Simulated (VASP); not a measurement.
Set up this calculation in VASP 6.6.1, as the native input.

| Item | Value |
| --- | --- |
| Task | single point |
| Functional | PBEsol |
| Potentials or basis | VASP PAW PBE potentials, release 64 (K_sv) |
| Cutoff | 520 eV |
| k mesh | 9 × 9 × 9 |
| Occupations | fermi-dirac, width 0.1 eV |
| Spin | no spin polarisation |
| Dipole correction | no |
| Further INCAR settings | ALGO = Normal; EDIFF = 1e-06; NBANDS = 10 |

The structure of K lies in POSCAR:

```
K
1.0
    0.0000000000      3.2915437429      3.2915437429
    3.2915437429      0.0000000000      3.2915437429
    3.2915437429      3.2915437429      0.0000000000
K
1
Direct
    0.0000000000      0.0000000000      0.0000000000
```

This isn't the form of K at room conditions, which is bcc.

These files were run (other wordings do the same):

INCAR

```
SYSTEM = K
PREC = Accurate ; ENCUT = 520
EDIFF = 1E-6 ; ISMEAR = -1
SIGMA = 0.1 ; LREAL = .FALSE.
LASPH = .TRUE. ; NELM = 80
ALGO = Normal ; ISIF = 2
LWAVE = .FALSE. ; LCHARG = .FALSE.
GGA = PS ; NBANDS = 10
```

KPOINTS

```
regular mesh
0
G
  9 9 9
  0 0 0
```

Potentials or basis: VASP PAW PBE potentials, release 64 (K_sv).

Launch:

```sh
$ cat potpaw_PBE.64/K_sv/POTCAR > POTCAR
$ mpirun -np 1 vasp_std > vasp.out
```

Results of the run:

```json
{
 "Pressure": "0.0 GPa",
 "Band gap on the k mesh": "zero (an odd number of electrons rules out a gap without spin polarisation)"
}
```

Caveat: the PAW data sets were made with another functional, which shifts forces and pressure a little.

Run time: 36 s on 1 thread of Intel Xeon 8259CL, on a shared host, peak memory 0.2 GiB.
